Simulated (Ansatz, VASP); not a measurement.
GaSb: VASP beside Ansatz

```
Ga Sb
1.0
    -2.70440    2.70440    1.56490
     2.70440   -2.70440    1.56490
     2.70440    2.70440   -1.56490
Ga Sb
1 1
Cartesian
  2.7044 0.0000 0.7824
  0.0000 0.0000 0.0000
```

Alike in both runs: functional PBEsol; k mesh 8 × 8 × 8; occupations fermi-dirac, width 0.1 eV; no spin polarisation.

Ansatz relaxed the structure, and its values are those at the end. VASP's run is a single point on that final structure, the one shown.

```csv
,VASP,Ansatz
version,VASP 6.6.1,Ansatz 0.2.0
potentials or method,"VASP PAW PBE potentials, release 64 (Ga_d, Sb)","plane waves, PAW"
plane-wave cutoff (eV),500,420
valence electrons in the cell,18,28
```

```csv
,VASP,Ansatz,Ansatz less VASP
pressure (GPa),0.0,0.0,+0.03
```

VASP's potentials were made for PBE, not for PBEsol. VASP's potentials hold 18 valence electrons a cell and Ansatz's 28, so a difference there can come from the potentials and not from the codes.

Neither program's run includes spin-orbit coupling.
